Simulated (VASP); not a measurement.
# Ta (Pm-3m) in VASP: notebook

The runs below take Ta through single point, relaxation of cell and atoms, with PBEsol.

Everything below comes from runs of VASP 6.6.1. Logs are shortened: lines on timing, memory, paths and dates and some standing lists are left out, and cuts for length are marked.

## 1. The cell of the first run

The structure is cubic, space group Pm-3m (No. 221). Conventional cell: a = 2.615 Å, b = 2.615 Å, c = 2.615 Å, α = 90.00°, β = 90.00°, γ = 90.00°. Ta (site symmetry m-3m) has 6 Ta at 2.61 Å within 3.4 Å.

## 2. Single point, PBEsol (volume scaled by 0.9)

The input, INCAR:

```
ALGO = Normal
EDIFF = 1E-7
ENCUT = 520
GGA = PS
ISIF = 2
ISMEAR = -1
LASPH = True
LCHARG = False
LREAL = False
LWAVE = False
NBANDS = 12
NELM = 80
PREC = Accurate
SIGMA = 0.05
```

The input, KPOINTS:

```
k-points
0
Gamma
  14 14 14
```

The input, POSCAR:

```
Ta
1.0
    2.6146431476      0.0000000000      0.0000000000
    0.0000000000      2.6146431476      0.0000000000
    0.0000000000      0.0000000000      2.6146431476
Ta
1
Direct
    0.0000000000      0.0000000000      0.0000000000
```

Potentials or basis: VASP PAW PBE potentials, release 64 (Ta_pv).

Started as:

```
$ cat potpaw_PBE.64/Ta_pv/POTCAR > POTCAR
$ mpirun -np 1 vasp_std > vasp.out
```

OUTCAR:

```text
EDIFF = 1E-7
   ENCUT = 520
   GGA = PS
   ISIF = 2
   ISMEAR = -1
   LASPH = True
   LREAL = False
   NELM = 80
   PREC = Accurate

 ion  position               nearest neighbor table
   1  0.000  0.000  0.000-

  LATTYP: Found a simple cubic cell.
 ALAT       =     2.6146431476

  Lattice vectors:

 A1 = (   2.6146431476,   0.0000000000,   0.0000000000)
 A2 = (   0.0000000000,   2.6146431476,   0.0000000000)
 A3 = (   0.0000000000,   0.0000000000,   2.6146431476)

Analysis of symmetry for initial positions (statically):
=====================================================================
 Subroutine PRICEL returns:
 Original cell was already a primitive cell.

 Routine SETGRP: Setting up the symmetry group for a
 simple cubic supercell.

 Subroutine GETGRP returns: Found 48 space group operations
 (whereof 48 operations were pure point group operations)
 out of a pool of 48 trial point group operations.

The static configuration has the point symmetry O_h .

Analysis of symmetry for dynamics (positions and initial velocities):
=====================================================================
 Subroutine PRICEL returns:
 Original cell was already a primitive cell.

 Routine SETGRP: Setting up the symmetry group for a
 simple cubic supercell.

 Subroutine GETGRP returns: Found 48 space group operations
 (whereof 48 operations were pure point group operations)
 out of a pool of 48 trial point group operations.

The dynamic configuration has the point symmetry O_h .

 Subroutine INISYM returns: Found 48 space group operations
 (whereof 48 operations are pure point group operations),
 and found     1 'primitive' translations

----------------------------------------------------------------------------------------

                                     Primitive cell

  volume of cell :      17.8746

  direct lattice vectors                    reciprocal lattice vectors
     2.614643148  0.000000000  0.000000000     0.382461370  0.000000000  0.000000000
     0.000000000  2.614643148  0.000000000     0.000000000  0.382461370  0.000000000
     0.000000000  0.000000000  2.614643148     0.000000000  0.000000000  0.382461370

  length of vectors
     2.614643148  2.614643148  2.614643148     0.382461370  0.382461370  0.382461370

  position of ions in fractional coordinates (direct lattice)
     0.000000000  0.000000000  0.000000000

  ion indices of the primitive-cell ions
   primitive index   ion index
                 1           1

----------------------------------------------------------------------------------------

 KPOINTS: k-points

Automatic generation of k-mesh.
 Grid dimensions read from file:
 generate k-points for:   14   14   14

 Generating k-lattice:

  Cartesian coordinates                     Fractional coordinates (reciprocal lattice)
     0.027318669  0.000000000  0.000000000     0.071428571  0.000000000  0.000000000
     0.000000000  0.027318669  0.000000000     0.000000000  0.071428571  0.000000000
     0.000000000  0.000000000  0.027318669     0.000000000  0.000000000  0.071428571

  Length of vectors
     0.027318669  0.027318669  0.027318669

  Shift w.r.t. Gamma in fractional coordinates (k-lattice)
     0.000000000  0.000000000  0.000000000

 Subroutine IBZKPT returns following result:
 ===========================================

 Found    120 irreducible k-points:

 Following reciprocal coordinates:
            Coordinates               Weight
  0.000000  0.000000  0.000000      1.000000
  0.071429  0.000000  0.000000      6.000000
  0.142857  0.000000  0.000000      6.000000
  0.214286  0.000000  0.000000      6.000000
  0.285714  0.000000  0.000000      6.000000
  0.357143  0.000000  0.000000      6.000000
[... 16 lines left out ...]
  0.285714  0.214286  0.000000     24.000000
  0.357143  0.214286  0.000000     24.000000
 [... further k-points ...]
   k-points           NKPTS =    120   k-points in BZ     NKDIM =    120   number of bands    NBANDS=     12
   number of dos      NEDOS =    301   number of ions     NIONS =      1
   total plane-waves  NPLWV =   8000
   dimension x,y,z NGX =    20 NGY =   20 NGZ =   20
   dimension x,y,z NGXF=    40 NGYF=   40 NGZF=   40
   ions per type =               1
   NGX,Y,Z   is equivalent  to a cutoff of  12.72, 12.72, 12.72 a.u.
   NGXF,Y,Z  is equivalent  to a cutoff of  25.43, 25.43, 25.43 a.u.
 SYSTEM =  unknown system
   PREC   = accura    normal or accurate (medium, high low for compatibility)
   ISTART =      0    job   : 0-new  1-cont  2-samecut
   ICHARG =      2    charge: 1-file 2-atom 10-const
   ISPIN  =      1    spin polarized calculation?
   LNONCOLLINEAR =      F non collinear calculations
   LSORBIT =      F    spin-orbit coupling
   LASPH  =      T    aspherical Exc in radial PAW
   ENCUT  =  520.0 eV  38.22 Ry    6.18 a.u.   4.86  4.86  4.86*2*pi/ulx,y,z
   NELM   =     80;   NELMIN=  2; NELMDL= -5     # of ELM steps
   EDIFF  = 0.1E-06   stopping-criterion for ELM
   LREAL  =      F    real-space projection
   EDIFFG = 0.1E-05   stopping-criterion for IOM
   NSW    =      0    number of steps for IOM
   IBRION =     -1    ionic relax: 0-MD 1-quasi-New 2-CG
   NFREE  =      0    steps in history (QN), initial steepest desc. (CG)
   ISIF   =      2    stress and relaxation
   ISYM   =      2    0-nonsym 1-usesym 2-fastsym
   POTIM  = 0.5000    time-step for ionic-motion
   TEBEG  =    0.0;   TEEND  =   0.0 temperature during run
   PSTRESS=    0.0 pullay stress
   NELECT =      11.0000    total number of electrons
   NUPDOWN=      -1.0000    fix difference up-down
   EMIN   =  10.00;   EMAX   =-10.00  energy-range for DOS
   EFERMI =   0.00;   METHOD = LEGACY
   ISMEAR =    -1;   SIGMA  =   0.05  broadening in eV -4-tet -1-fermi 0-gaus
   EFERMI_NEDOS =   21; number of points for ismear=-14 and -15
   IALGO  =     38    algorithm
   IMIX   =      4    mixing-type and parameters
     AMIX     =   0.40;   BMIX     =  1.00
     AMIX_MAG =   1.60;   BMIX_MAG =  1.00
  volume/ion in A,a.u.               =      17.87       120.62
  Fermi-wavevector in a.u.,A,eV,Ry     =   1.392494  2.631432 26.382231  1.939039
  Thomas-Fermi vector in A             =   2.516231
   LORBIT       =      0    0 simple, 1 ext, 2 COOP (PROOUT), +10 PAW based schemes
   GGA     = PS    functional components
   LHFCALC =     F    Hartree Fock is set to
   AEXX    =    0.0000 exact exchange contribution
   IVDW    =     0    specifies the selected vdW correction
   LEPSILON=     F    determine dielectric tensor
   LRPA    =     F    only Hartree local field effects (RPA)
 non-spin polarized calculation
  energy-cutoff  :      520.00
  volume of cell :       17.87
 maximum number of plane-waves:       500
 NGX is ok and might be reduce to    20
   NGX =  9   NGY =  9   NGZ =  9

 number of electron      11.0000001 magnetization

 Free energy of the ion-electron system (eV)
  ---------------------------------------------------
  ext. energy  EPLUGINS =         0.00000000
  ---------------------------------------------------
  free energy    TOTEN  =       -11.27197205 eV

  energy without entropy =      -11.26434566  energy(sigma->0) =      -11.26815886

 E-fermi :   5.4205     XC(G=0): -12.6556

 val. band max:        5.3602562092   @ k =   0.3571   0.2143   0.2143
 cond. band min:       5.4294607745   @ k =   0.4286   0.2857   0.2143
 fundamental gap:      0.0692045653
 Fermi energy:         5.4204972853

 k-point     1 :       0.0000    0.0000    0.0000
  band No.  band energies     occupation
      1     -27.5175      2.00000
      2     -27.5175      2.00000
      3     -27.5175      2.00000
      4      -2.3714      2.00000
      5       2.2461      2.00000
      6       2.2461      2.00000
      7      12.6316      0.00000
      8      12.6316      0.00000
      9      12.6316      0.00000
     10      20.1054      0.00000
     11      21.3721      0.00000
     12      21.3721      0.00000

 k-point     2 :       0.0714    0.0000    0.0000
  band No.  band energies     occupation
      1     -27.6174      2.00000
      2     -27.5092      2.00000
      3     -27.5092      2.00000
      4      -2.1893      2.00000
      5       2.2958      2.00000
      6       2.4494      2.00000
      7      12.2661      0.00000
      8      12.2661      0.00000
      9      12.6557      0.00000
     10      20.0840      0.00000
     11      20.4841      0.00000
     12      21.8076      0.00000

 k-point     3 :       0.1429    0.0000    0.0000
  band No.  band energies     occupation
      1     -27.8903      2.00000
      2     -27.4859      2.00000
      3     -27.4859      2.00000
      4      -1.6919      2.00000
      5       2.4385      2.00000
      6       3.0440      2.00000
      7      11.3887      0.00000
      8      11.3887      0.00000
      9      12.7240      0.00000
     10      18.7296      0.00000
     11      20.1230      0.00000
     12      22.8804      0.00000
[... 286 lines left out ...]
 k-point    23 :       0.2857    0.2143    0.0000
  band No.  band energies     occupation
      1     -28.5799      2.00000
      2     -28.1370      2.00000
      3     -27.3509      2.00000
      4       0.9955      2.00000
      5       3.7303      2.00000
      6       5.6744      0.01239
      7       7.8276      0.00000
      8       9.6815      0.00000
      9      10.9252      0.00000
     10      17.9051      0.00000
     11      20.0596      0.00000
     12      20.5637      0.00000

 k-point    24 :       0.3571    0.2143    0.0000
  band No.  band energies     occupation
      1     -28.9158      2.00000
      2     -28.0953      2.00000
      3     -27.3173      2.00000
      4       1.6539      2.00000
      5       3.6306      2.00000
      6       5.6486      0.02068
      7       8.6814      0.00000
      8       8.9915      0.00000
      9      11.0480      0.00000
     10      17.1184      0.00000
     11      20.0996      0.00000
     12      21.4786      0.00000

 [... further k-points ...]
[... 5 lines left out ...]
  --------------------------------------------------------------------------------------
  -------------------------------------------------------------------------------------
  Total        2.2347847      2.2347847      2.2347847     -0.0000000     -0.0000000     -0.0000000
  in kB      200.3129370    200.3129370    200.3129370     -0.0000000     -0.0000000     -0.0000000
  external PRESSURE =     200.3129370 kB  Pullay stress =       0.0000000 kB

 VOLUME and BASIS-vectors are now :
 -----------------------------------------------------------------------------
  energy-cutoff  :      520.00
  volume of cell :       17.87
      direct lattice vectors                 reciprocal lattice vectors
     2.614643148  0.000000000  0.000000000     0.382461370  0.000000000  0.000000000
     0.000000000  2.614643148  0.000000000     0.000000000  0.382461370  0.000000000
     0.000000000  0.000000000  2.614643148     0.000000000  0.000000000  0.382461370

 POSITION                                       TOTAL-FORCE (eV/Angst)
 -----------------------------------------------------------------------------------
      0.00000      0.00000      0.00000         0.000000      0.000000      0.000000
 -----------------------------------------------------------------------------------
    total drift:                                0.000000      0.000000      0.000000

  FREE ENERGIE OF THE ION-ELECTRON SYSTEM (eV)
  ---------------------------------------------------
  free  energy   TOTEN  =       -11.2719720496 eV

  energy  without entropy=      -11.2643456615  energy(sigma->0) =      -11.26815886
```

It took 12 s on 1 thread of Intel Xeon 6975P-C, shared host; peak memory 0.14 GiB.

What came out:

```yaml
Free_energy: -11.2720 eV
Pressure: 20.0 GPa
```

Caveat: the PAW data sets were made with another functional, which shifts forces and pressure a little; spin-orbit coupling is left out, which moves the levels of the heavy elements.

[end of part 1 of 2]
